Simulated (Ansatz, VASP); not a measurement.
# One calculation of LiF, two programs

Contents of INCAR:

```
PREC     = Accurate       # precision mode
ENCUT    = 520            # plane-wave cutoff, eV
EDIFF    = 1E-6           # SCF threshold, eV
ISMEAR   = 0              # smearing method
SIGMA    = 0.05           # smearing width, eV
LREAL    = F              # projectors in reciprocal space
LASPH    = T              # aspherical terms in the spheres
NELM     = 100            # most SCF steps
ALGO     = Normal         # electronic algorithm
ISIF     = 2              # what is computed and relaxed
LWAVE    = F              # write WAVECAR
LCHARG   = T              # write CHGCAR
GGA      = CA             # functional
LELF     = T              # ELF
LVHAR    = T            
NBANDS   = 18             # bands
```

The input KPOINTS:

```
regular mesh
0
Gamma
  9 9 6
```

POSCAR

```
LiF
1.0
    3.0976209951      0.0000000000      0.0000000000
   -1.5488104975      2.6826184730      0.0000000000
    0.0000000000      0.0000000000      4.4580961361
Li F
2 2
Direct
    0.3333333333      0.6666666667      0.3652620286
    0.6666666667      0.3333333333      0.8652620286
    0.3333333333      0.6666666667      0.9910195924
    0.6666666667      0.3333333333      0.4910195924
```

Input for Ansatz:

```yaml
crystal:
  lattice:
    - [3.0976209951, 0.0, 0.0]
    - [-1.5488104975, 2.682618473, 0.0]
    - [0.0, 0.0, 4.4580961361]
  atoms:
    - { symbol: Li, position: [0.3333333333, 0.6666666667, 0.3652620286] }
    - { symbol: Li, position: [0.6666666667, 0.3333333333, 0.8652620286] }
    - { symbol: F, position: [0.3333333333, 0.6666666667, 0.9910195924] }
    - { symbol: F, position: [0.6666666667, 0.3333333333, 0.4910195924] }
basis:
  ecutwfc: 520.0
kpoints:
  mp_grid: { grid: [9, 9, 6] }
hamiltonian:
  xc: lda
scf:
  occupations: { method: gaussian, width: 0.05 }
output:
  forces: true
  stress: true
  eigenvalues: true
```

Alike in both runs: task single point; functional LDA; k mesh 9 × 9 × 6; occupations gaussian, width 0.05 eV; no spin polarisation.

|  | VASP | Ansatz |
| --- | --- | --- |
| version | VASP 6.6.1 | Ansatz 0.2.0 |
| potentials or method | VASP PAW LDA potentials, release 64 (Li_sv, F), cutoff 520 eV | scalar-relativistic, plane waves, PAW |
| valence electrons in the cell | 20 | 20 |

Ansatz gave:

```
gap on the k mesh at the Fermi level (eV) : 7.84
least direct gap on the mesh (eV)         : 7.84
rms of the force components (eV/Å)        : 0.551
```

Question: What did VASP give for the same quantities?

Answer: gap on the k mesh at the Fermi level (eV): 7.83; least direct gap on the mesh (eV): 7.83; rms of the force components (eV/Å): 0.564.

LDA's correlation is that of Perdew and Zunger in VASP and of Perdew and Wang (1992) in Ansatz. Atom by atom the forces differ by 0.012 eV/Å (rms over components).

Noted on VASP's run: the cutoff is under 1.25 times that of the potentials, so the pressure is a little rough.
